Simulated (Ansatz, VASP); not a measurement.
## C in VASP and in Ansatz

INCAR

```
SYSTEM = C
ALGO = Normal
EDIFF = 1E-6
ENCUT = 520
GGA = PE
ISIF = 2
ISMEAR = 0
IVDW = 12
LASPH = .True.
LCHARG = .True.
LELF = .True.
LREAL = .False.
LVHAR = .True.
LWAVE = .False.
NBANDS = 11
NELM = 100
PREC = Accurate
SIGMA = 0.05
```

The input KPOINTS:

```
k-points
0
Gamma
  15 15 15
  0 0 0
```

File POSCAR:

```
C
1.0
    1.2324984681      0.7115833223      3.3613878357
   -1.2324984681      0.7115833223      3.3613878357
    0.0000000000     -1.4231666447      3.3613878357
C
2
Direct
    0.1712719494      0.1712719494      0.1501921973
    0.8287280506      0.8287280506      0.8498078027
```

Input for Ansatz:

```yaml
crystal:
  lattice:
    - [1.2324984681, 0.7115833223, 3.3613878357]
    - [-1.2324984681, 0.7115833223, 3.3613878357]
    - [0.0, -1.4231666447, 3.3613878357]
  atoms:
    - { symbol: C, position: [0.1712719494, 0.1712719494, 0.1501921973] }
    - { symbol: C, position: [0.8287280506, 0.8287280506, 0.8498078027] }
basis:
  ecutwfc: 520.0
kpoints:
  mp_grid: { grid: [15, 15, 15] }
hamiltonian:
  xc: pbe
  dispersion: d3bj
scf:
  occupations: { method: gaussian, width: 0.05 }
output:
  forces: true
  stress: true
  eigenvalues: true
```

Change from the starting cell: mode 4 frozen in at -0.024 Å and mode 6 at +0.030 Å (largest displacements).

Alike in both runs: task single point; functional PBE; dispersion D3(BJ); k mesh 15 × 15 × 15; occupations gaussian, width 0.05 eV; no spin polarisation.

|  | VASP | Ansatz |
| --- | --- | --- |
| version | VASP 6.6.1 | Ansatz 0.2.0 |
| potentials or method | VASP PAW PBE potentials, release 64 (C), cutoff 520 eV | scalar-relativistic, plane waves, PAW |
| valence electrons in the cell | 8 | 8 |

Ansatz gave:

```
gap on the k mesh at the Fermi level (eV)                     : 0.14
least direct gap on the mesh (eV)                             : 0.14
pressure (GPa)                                                : 1.4
traceless stress, the component that is largest in VASP (GPa) : 6.57
rms of the force components (eV/Å)                            : 1.774
```

Question: Which values does VASP return?

Answer: gap on the k mesh at the Fermi level (eV): 0.14; least direct gap on the mesh (eV): 0.14; pressure (GPa): 1.8; traceless stress, the component that is largest in VASP (GPa): 6.94; rms of the force components (eV/Å): 1.776.

Atom by atom the forces differ by 0.003 eV/Å (rms over components).
